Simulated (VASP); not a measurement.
# RbBr: electric field gradients with LDA

Crystal: RbBr.

```
Rb Br
1.0
     0.00000    3.42104    3.42104
     3.42104    0.00000    3.42104
     3.42104    3.42104    0.00000
Rb Br
1 1
Cartesian
  0.0000 0.0000 0.0000
  3.4210 3.4210 3.4210
```

```
Program                : VASP 6.6.1
Task                   : electric field gradients
Functional             : LDA
Potentials or basis    : VASP PAW LDA potentials, release 64 (Rb_sv, Br)
Cutoff                 : 520 eV
k mesh                 : 6 × 6 × 6
Occupations            : fermi-dirac, width 0.03 eV
Spin                   : no spin polarisation
Dipole correction      : no
Further INCAR settings : ALGO = Normal; EDIFF = 1e-08; NBANDS = 15
```

```yaml
Pressure: -1.1 GPa
Band_gap_on_the_k_mesh: 3.97 eV
Largest_electric_field_gradient_by_atom: zero within the noise of the run
```

Levels at points of the mesh, in eV from the valence-band top:
```csv
k point,band 6,band 7,band 8,band 9,band 10,band 11
"(0.00, 0.00, 0.00)",0.00,0.00,0.00,3.97,7.03,7.03
"(0.50, 0.00, 0.00)",-1.07,-0.38,-0.38,6.48,7.42,9.28
"(0.50, 0.50, 0.00)",-0.50,-0.17,-0.17,5.29,6.82,8.85
```

Run time: 40 s on 1 thread of Intel Xeon 8259CL (shared host), peak memory 0.18 GiB.
